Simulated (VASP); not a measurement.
Runs of VASP 6.6.1 on TaN. The structure is that of space group I4/mmm (No. 139), or close to it. The cells are those of the table. 

```tsv
cell	gap on the mesh (eV)	pressure (GPa)
a = 3.002, b = 3.002, c = 3.348 Å, angles 56.1, 56.1, 67.8°, 2 atoms	none	79.2
a = 3.044, b = 3.044, c = 3.168 Å, angles 58.6, 58.6, 62.7°, 2 atoms	none	22.1
a = 3.275, b = 3.275, c = 2.824 Å, angles 64.5, 64.5, 51.1°, 2 atoms	none	(a)
a = 3.362, b = 3.362, c = 2.746 Å, angles 65.9, 65.9, 48.2°, 2 atoms	none	99.5
a = 3.203, b = 3.203, c = 2.900 Å, angles 63.1, 63.1, 53.8°, 2 atoms	none	42.2
a = 2.996, b = 2.996, c = 3.459 Å, angles 54.7, 54.7, 70.5°, 2 atoms	none	139.9
a = 3.019, b = 3.019, c = 3.253 Å, angles 57.4, 57.4, 65.2°, 2 atoms	none	(b)
```

Alike in all rows: task single point; level PBE; potentials or basis VASP PAW PBE potentials, release 64 (Ta_pv, N); no spin polarisation; k mesh 20 × 20 × 20; cutoff (eV) 600; smearing gaussian 0.15 eV.

Problem. Estimate the missing entries.

Solution. (a) 66.6; (b) 42.1.

Caveats: spin-orbit coupling is left out, which moves the levels of the heavy elements.

A k mesh can miss the band edges, and the runs leave out spin-orbit coupling on Ta.

A gap of «none» marks levels without a gap at the run's occupations.
